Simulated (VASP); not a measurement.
A run of VASP 6.6.1 is set up as follows.

Contents of INCAR:

```
PREC = Accurate
ENCUT = 520
EDIFF = 1E-7
ISMEAR = 0
SIGMA = 0.1
LREAL = False
LASPH = True
NELM = 100
ALGO = Normal
ISIF = 2
LWAVE = False
LCHARG = False
LDIPOL = True
IDIPOL = 3
DIPOL = 0.5 0.5 0.363
GGA = PE
NBANDS = 31
```

KPOINTS

```
Automatic mesh
0
Gamma
  9 9 1
```

The input POSCAR:

```
W3C
1.0
    2.8547213223      0.0000000000      0.0000000000
   -1.4273606611      2.4722611858      0.0000000000
    0.0000000000      0.0000000000     20.1973423164
W C
3 1
Direct
    0.6666666667      0.3333333333      0.1980458586
    0.3333333333      0.6666666667      0.3143385340
    0.0000000000      0.0000000000      0.4306181566
    0.0000000000      0.3333333333      0.5082043726
```

Potentials or basis: VASP PAW PBE potentials, release 64 (W_sv, C).

Command:

```console
$ cat potpaw_PBE.64/W_sv/POTCAR potpaw_PBE.64/C/POTCAR > POTCAR
$ mpirun -np 1 vasp_std > vasp.out
```

Task: What does it give for the largest force?

Result: 2.484 eV/Å.

Task: What does it give for the band gap on the k mesh?

Result: Zero (bands 23 and 24 overlap by 0.77 eV).

Forces on the atoms (eV/Å):
```
W   -0.046  0.038 -0.162
W   -0.029  0.181  0.212
W    1.178 -2.180 -0.168
C   -1.103  1.961  0.118
```

Caveat: spin-orbit coupling is left out, which moves the levels of the heavy elements.
